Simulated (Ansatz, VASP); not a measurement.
One calculation of AlN, two programs

```
Al N
1.0
     3.11300    0.00000    0.00000
    -1.55650    2.69594    0.00000
     0.00000    0.00000    4.98100
Al N
2 2
Direct
  0.33333 0.66667 0.00000
  0.66667 0.33333 0.50000
  0.33333 0.66667 0.38000
  0.66667 0.33333 0.88000
```

Alike in both runs: task relaxation of cell and atoms; functional PBEsol; k mesh 12 × 12 × 4; no spin polarisation.

```csv
,VASP,Ansatz
version,VASP 6.6.1,Ansatz 0.2.0
potentials or method,"VASP PAW PBE potentials, release 64 (Al, N)","plane waves, PAW"
plane-wave cutoff (eV),600,420
occupations,"methfessel-paxton of order 1, width 0.1 eV",methfessel-paxton of order 1
valence electrons in the cell,16,16
```

```tsv
	VASP	Ansatz	Ansatz less VASP
relaxed volume (Å³/atom)	10.46	10.46	+0.005
relaxed cell length with the largest relative difference (Å)	4.990	4.983	-0.0065
```

VASP's potentials were made for PBE, not for PBEsol.
